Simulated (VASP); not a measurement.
# HfC (Fm-3m) in VASP: notebook, part 2 of 2

VASP 6.6.1. The steps go on from the part before.

**3. Relaxation of cell and atoms, PBEsol**

This run uses another cell than the first one, of 11.18 Å³/atom, 0.916 times its volume.

The input, INCAR:

```
SYSTEM = HfC
PREC = Accurate
ENCUT = 600
EDIFF = 1E-7
ISMEAR = 0
SIGMA = 0.1
LREAL = .FALSE.
LASPH = .TRUE.
NELM = 100
ALGO = Normal
ISIF = 3
LWAVE = .FALSE.
LCHARG = .FALSE.
GGA = PS
IBRION = 2
NSW = 80
EDIFFG = -0.05
```

The input, KPOINTS:

```
Automatic mesh
0
G
  8 8 8
  0 0 0
```

The input, POSCAR:

```
HfC
1.0
    0.0000000000      2.2362946659      2.2362946659
    2.2362946659      0.0000000000      2.2362946659
    2.2362946659      2.2362946659      0.0000000000
Hf C
1 1
Direct
    0.0000000000      0.0000000000      0.0000000000
    0.5000000000      0.5000000000      0.5000000000
```

Potentials or basis: VASP PAW PBE potentials, release 64 (Hf_pv, C).

Command:

```sh
$ cat potpaw_PBE.64/Hf_pv/POTCAR potpaw_PBE.64/C/POTCAR > POTCAR
$ mpirun -np 1 vasp_std > vasp.out
```

OUTCAR:

```text
SYSTEM = HfC
   PREC = Accurate
   ENCUT = 600
   EDIFF = 1E-7
   ISMEAR = 0
   LREAL = .FALSE.
   LASPH = .TRUE.
   NELM = 100
   ISIF = 3
   GGA = PS
   IBRION = 2
   NSW = 80
   EDIFFG = -0.05

 ion  position               nearest neighbor table
   1  0.000  0.000  0.000-   2 2.24   2 2.24   2 2.24   2 2.24   2 2.24   2 2.24
   2  0.500  0.500  0.500-   1 2.24   1 2.24   1 2.24   1 2.24   1 2.24   1 2.24

  LATTYP: Found a face centered cubic cell.
 ALAT       =     4.4725893318

  Lattice vectors:

 A1 = (   0.0000000000,   2.2362946659,   2.2362946659)
 A2 = (   2.2362946659,   0.0000000000,   2.2362946659)
 A3 = (   2.2362946659,   2.2362946659,   0.0000000000)

Analysis of symmetry for initial positions (statically):
=====================================================================
 Subroutine PRICEL returns:
 Original cell was already a primitive cell.

 Routine SETGRP: Setting up the symmetry group for a
 face centered cubic supercell.

 Subroutine GETGRP returns: Found 48 space group operations
 (whereof 48 operations were pure point group operations)
 out of a pool of 48 trial point group operations.

The static configuration has the point symmetry O_h .

Analysis of symmetry for dynamics (positions and initial velocities):
=====================================================================
 Subroutine PRICEL returns:
 Original cell was already a primitive cell.

 Routine SETGRP: Setting up the symmetry group for a
 face centered cubic supercell.

 Subroutine GETGRP returns: Found 48 space group operations
 (whereof 48 operations were pure point group operations)
 out of a pool of 48 trial point group operations.

The dynamic configuration has the point symmetry O_h .

 Subroutine INISYM returns: Found 48 space group operations
 (whereof 48 operations are pure point group operations),
 and found     1 'primitive' translations

----------------------------------------------------------------------------------------

                                     Primitive cell

  volume of cell :      22.3675

  direct lattice vectors                    reciprocal lattice vectors
     0.000000000  2.236294666  2.236294666    -0.223584131  0.223584131  0.223584131
     2.236294666  0.000000000  2.236294666     0.223584131 -0.223584131  0.223584131
     2.236294666  2.236294666  0.000000000     0.223584131  0.223584131 -0.223584131

  length of vectors
     3.162598246  3.162598246  3.162598246     0.387259075  0.387259075  0.387259075

  position of ions in fractional coordinates (direct lattice)
     0.000000000  0.000000000  0.000000000
     0.500000000  0.500000000  0.500000000

  ion indices of the primitive-cell ions
   primitive index   ion index
                 1           1
                 2           2

----------------------------------------------------------------------------------------

 KPOINTS: Automatic mesh

Automatic generation of k-mesh.
 Grid dimensions read from file:
 generate k-points for:    8    8    8

 Generating k-lattice:

  Cartesian coordinates                     Fractional coordinates (reciprocal lattice)
[... 51 lines left out ...]
   PREC   = accura    normal or accurate (medium, high low for compatibility)
   ISTART =      0    job   : 0-new  1-cont  2-samecut
   ICHARG =      2    charge: 1-file 2-atom 10-const
   ISPIN  =      1    spin polarized calculation?
   LNONCOLLINEAR =      F non collinear calculations
   LSORBIT =      F    spin-orbit coupling
   LASPH  =      T    aspherical Exc in radial PAW
   ENCUT  =  600.0 eV  44.10 Ry    6.64 a.u.   6.32  6.32  6.32*2*pi/ulx,y,z
   NELM   =    100;   NELMIN=  2; NELMDL= -5     # of ELM steps
   EDIFF  = 0.1E-06   stopping-criterion for ELM
   LREAL  =      F    real-space projection
   EDIFFG = -.5E-01   stopping-criterion for IOM
   NSW    =     80    number of steps for IOM
   IBRION =      2    ionic relax: 0-MD 1-quasi-New 2-CG
   NFREE  =      1    steps in history (QN), initial steepest desc. (CG)
   ISIF   =      3    stress and relaxation
   ISYM   =      2    0-nonsym 1-usesym 2-fastsym
   POTIM  = 0.5000    time-step for ionic-motion
   TEBEG  =    0.0;   TEEND  =   0.0 temperature during run
   PSTRESS=    0.0 pullay stress
   NELECT =      14.0000    total number of electrons
   NUPDOWN=      -1.0000    fix difference up-down
   EMIN   =  10.00;   EMAX   =-10.00  energy-range for DOS
   EFERMI =   0.00;   METHOD = LEGACY
   ISMEAR =     0;   SIGMA  =   0.10  broadening in eV -4-tet -1-fermi 0-gaus
   EFERMI_NEDOS =   21; number of points for ismear=-14 and -15
   IALGO  =     38    algorithm
   IMIX   =      4    mixing-type and parameters
     AMIX     =   0.40;   BMIX     =  1.00
     AMIX_MAG =   1.60;   BMIX_MAG =  1.00
  volume/ion in A,a.u.               =      11.18        75.47
  Fermi-wavevector in a.u.,A,eV,Ry     =   1.400378  2.646330 26.681805  1.961057
  Thomas-Fermi vector in A             =   2.523344
   LORBIT       =      0    0 simple, 1 ext, 2 COOP (PROOUT), +10 PAW based schemes
   GGA     = PS    functional components
   LHFCALC =     F    Hartree Fock is set to
   AEXX    =    0.0000 exact exchange contribution
   IVDW    =     0    specifies the selected vdW correction
   LEPSILON=     F    determine dielectric tensor
   LRPA    =     F    only Hartree local field effects (RPA)
 conjugate gradient relaxation of ions
 non-spin polarized calculation
 Gauss-broadening in eV      SIGMA  =   0.10
  energy-cutoff  :      600.00
  volume of cell :       22.37
 maximum number of plane-waves:       757
 NGX is ok and might be reduce to    28
   NGX = 13   NGY = 13   NGZ = 13

--------------------------------------- Ionic step        1  -------------------------------------------

 number of electron      14.0000001 magnetization

 Free energy of the ion-electron system (eV)
  ---------------------------------------------------
  ext. energy  EPLUGINS =         0.00000000
  ---------------------------------------------------
  free energy    TOTEN  =       -22.03465390 eV

  energy without entropy =      -22.03284873  energy(sigma->0) =      -22.03375131

------------------------ aborting loop because EDIFF is reached ----------------------------------------

  FORCE on cell =-STRESS in cart. coord.  units (eV):
  Direction    XX          YY          ZZ          XY          YZ          ZX
  --------------------------------------------------------------------------------------
  -------------------------------------------------------------------------------------
  Total        3.6960038      3.6960038      3.6960038      0.0000000      0.0000000      0.0000000
  in kB      264.7438673    264.7438673    264.7438673      0.0000000      0.0000000      0.0000000
  external PRESSURE =     264.7438673 kB  Pullay stress =       0.0000000 kB
[... 95 lines left out ...]
--------------------------------------- Ionic step        4  -------------------------------------------

 number of electron      13.9999999 magnetization

 Free energy of the ion-electron system (eV)
  ---------------------------------------------------
  ext. energy  EPLUGINS =         0.00000000
  ---------------------------------------------------
  free energy    TOTEN  =       -22.19153424 eV

  energy without entropy =      -22.18967131  energy(sigma->0) =      -22.19060277

 E-fermi :   5.9656     XC(G=0): -12.5625

 val. band max:        5.7887169682   @ k =   0.3750   0.3750   0.0000
 cond. band min:       5.9836189340   @ k =   0.5000   0.5000   0.0000
 fundamental gap:      0.1949019658
 Fermi energy:         5.9656414142

 k-point     1 :       0.0000    0.0000    0.0000
  band No.  band energies     occupation
      1     -23.3328      2.00000
      2     -23.3328      2.00000
      3     -23.3328      2.00000
      4      -6.4045      2.00000
      5       7.0745      0.00000
      6       7.0745      0.00000
      7       7.0745      0.00000
      8       7.3802      0.00000
      9       7.3802      0.00000
     10       7.3802      0.00000
     11       9.4815      0.00000
[... 309 lines left out ...]
 k-point    24 :      -0.3750    0.2500    0.1250
  band No.  band energies     occupation
      1     -23.9813      2.00000
      2     -23.6085      2.00000
      3     -23.4756      2.00000
      4      -3.0976      2.00000
      5       0.9295      2.00000
      6       3.2183      2.00000
      7       3.4789      2.00000
      8       9.9965      0.00000
      9      10.3214      0.00000
     10      12.2424      0.00000
     11      15.2191      0.00000

 [... further k-points ...]

------------------------ aborting loop because EDIFF is reached ----------------------------------------

  FORCE on cell =-STRESS in cart. coord.  units (eV):
  Direction    XX          YY          ZZ          XY          YZ          ZX
  --------------------------------------------------------------------------------------
  -------------------------------------------------------------------------------------
  Total       -0.0160483     -0.0160483     -0.0160483      0.0000000      0.0000000     -0.0000000
  in kB       -1.0528133     -1.0528133     -1.0528133      0.0000000      0.0000000     -0.0000000
  external PRESSURE =      -1.0528133 kB  Pullay stress =       0.0000000 kB
[... 17 lines left out ...]
  FREE ENERGIE OF THE ION-ELECTRON SYSTEM (eV)
  ---------------------------------------------------
  free  energy   TOTEN  =       -22.1915342375 eV

  energy  without entropy=      -22.1896713070  energy(sigma->0) =      -22.19060277

 reached required accuracy - stopping structural energy minimisation
```

CONTCAR:

```text
HfC
   1.00000000000000
     0.0000000000000000    2.3027801480177406    2.3027801480177406
     2.3027801480177406    0.0000000000000000    2.3027801480177406
     2.3027801480177406    2.3027801480177406    0.0000000000000000
  Hf              C
     1     1
Direct
     0.0000000000000000    0.0000000000000000    0.0000000000000000
     0.5000000000000000    0.5000000000000000    0.5000000000000000

  0.00000000E+00  0.00000000E+00  0.00000000E+00
  0.00000000E+00  0.00000000E+00  0.00000000E+00
```

Run time: 17 s. Hardware: 1 thread of Intel Xeon 6975P-C (Granite Rapids), shared host; peak memory 0.16 GiB.

What came out:

| Quantity | Value |
| --- | --- |
| Free energy | -22.1915 eV |
| Relaxed volume | 12.21 Å³/atom |
| Relaxed cell | a = 3.257 Å, b = 3.257 Å, c = 3.257 Å, α = 60.00°, β = 60.00°, γ = 60.00° |
| Space group after relaxing (to 0.05 Å) | Fm-3m (No. 225) |
| Energy gained by relaxing | 78.4 meV/atom |
| Ionic steps | 4 |
| Pressure after relaxing | -0.1 GPa |
| Band gap on the k mesh | zero (band 7 reaches 7.07 eV, above the bottom of band 8 at 5.61 eV) |

Step by step:
```csv
step,energy change (eV),largest force (eV/Å),pressure (GPa),volume (Å³)
1,0.0000,0.0000,26.47,22.37
2,0.3353,0.0000,-30.50,28.90
3,-0.1565,0.0000,-1.18,24.53
4,-0.1569,0.0000,-0.11,24.42
```

Final structure:
```cif
data_structure
_symmetry_space_group_name_H-M 'P 1'
_symmetry_Int_Tables_number 1
_cell_length_a 3.2566
_cell_length_b 3.2566
_cell_length_c 3.2566
_cell_angle_alpha 60.000
_cell_angle_beta 60.000
_cell_angle_gamma 60.000
_cell_volume 24.42
loop_
_atom_site_label
_atom_site_type_symbol
_atom_site_fract_x
_atom_site_fract_y
_atom_site_fract_z
_atom_site_occupancy
Hf1 Hf 0.00000 0.00000 0.00000 1
C1 C 0.50000 0.50000 0.50000 1
```

Caveat: the PAW data sets were made with another functional, which shifts forces and pressure a little; spin-orbit coupling is left out, which moves the levels of the heavy elements.
